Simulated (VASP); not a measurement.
A run of VASP 6.6.1:

Contents of INCAR:

```
  PREC = Accurate
  ENCUT = 520
  EDIFF = 1E-7
  ISMEAR = -1
  SIGMA = 0.05
  LREAL = F
  LASPH = T
  NELM = 60
  ALGO = Fast
  ISIF = 2
  LWAVE = F
  LCHARG = F
  GGA = PE
  NBANDS = 18
```

KPOINTS

```
Automatic mesh
0
Gamma
  12 12 7
```

The input POSCAR:

```
Cu
1.0
    2.5837974578      0.0000000000      0.0000000000
   -1.2918987289      2.2376342367      0.0000000000
    0.0000000000      0.0000000000      4.1932301247
Cu
2
Direct
    0.6666666667      0.3333333333      0.7500000000
    0.3333333333      0.6666666667      0.2500000000
```

Potentials or basis: VASP PAW PBE potentials, release 64 (Cu).

Command:

```bash
$ cat potpaw_PBE.64/Cu/POTCAR > POTCAR
$ mpirun -np 1 vasp_std > vasp.out
```

Hardware: 1 thread of Intel(R) Xeon(R) Platinum 8259CL CPU @ 2.50GHz (Skylake/Cascade Lake), on a shared host.

Q: Estimate the wall time of this run.

A: Run time: 44 s on 1 thread of Intel(R) Xeon(R) Platinum 8259CL CPU @ 2.50GHz (Skylake/Cascade Lake) (shared host), peak memory 0.15 GiB. Counts: scf iterations 18, k points 76.
